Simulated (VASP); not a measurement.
## SrTiO3: single point with PBEsol

SrTiO3:

```
Sr Ti O
1.0
     3.89112    0.00000    0.00000
     0.00000    3.89112    0.00000
     0.00000    0.00000    3.89112
Sr Ti O
1 1 3
Direct
  0.00000 0.00000 0.00000
  0.50000 0.50000 0.50000
  0.00000 0.50000 0.50000
  0.50000 0.00000 0.50000
  0.50000 0.50000 0.00000
```

| Item | Value |
| --- | --- |
| Program | VASP 6.6.1 |
| Task | single point |
| Functional | PBEsol |
| Potentials or basis | VASP PAW PBE potentials, release 64 (Sr_sv, Ti_sv, O_h) |
| Cutoff | 910 eV |
| k mesh | 8 × 8 × 8 |
| Occupations | tetrahedron |
| Spin | no spin polarisation |
| Dipole correction | no |
| Second run | hard_potentials |
| Further INCAR settings | ALGO = Normal; EDIFF = 1e-06; NBANDS = 28 |

```json
{
  "Pressure": "0.3 GPa",
  "Band gap on the k mesh": "1.82 eV, indirect (least direct gap 2.17 eV)"
}
```

Levels at points of the mesh, in eV from the valence-band top:
```csv
k point,band 18,band 19,band 20,band 21,band 22,band 23
"(0.00, 0.00, 0.00)",-0.35,-0.35,-0.35,1.82,1.82,1.82
"(0.50, 0.00, 0.00)",-2.06,-0.73,-0.73,2.01,3.84,3.84
"(0.50, 0.50, 0.00)",-1.60,-1.60,-0.10,3.84,3.84,4.30
"(0.50, 0.50, 0.50)",0.00,0.00,0.00,4.54,4.54,4.54
```

It took 120 s on 1 thread of Intel(R) Xeon(R) Platinum 8259CL CPU @ 2.50GHz (Skylake/Cascade Lake), on a shared host, peak memory 0.33 GiB.

Caveat: the cutoff is under 1.25 times the usual one of these potentials, so pressure, stress and relaxed cells hold a basis-set (Pulay) error; the PAW data sets were made with another functional, which shifts forces and pressure a little. PBEsol gaps usually lie below the measured ones, often by a third to a half.
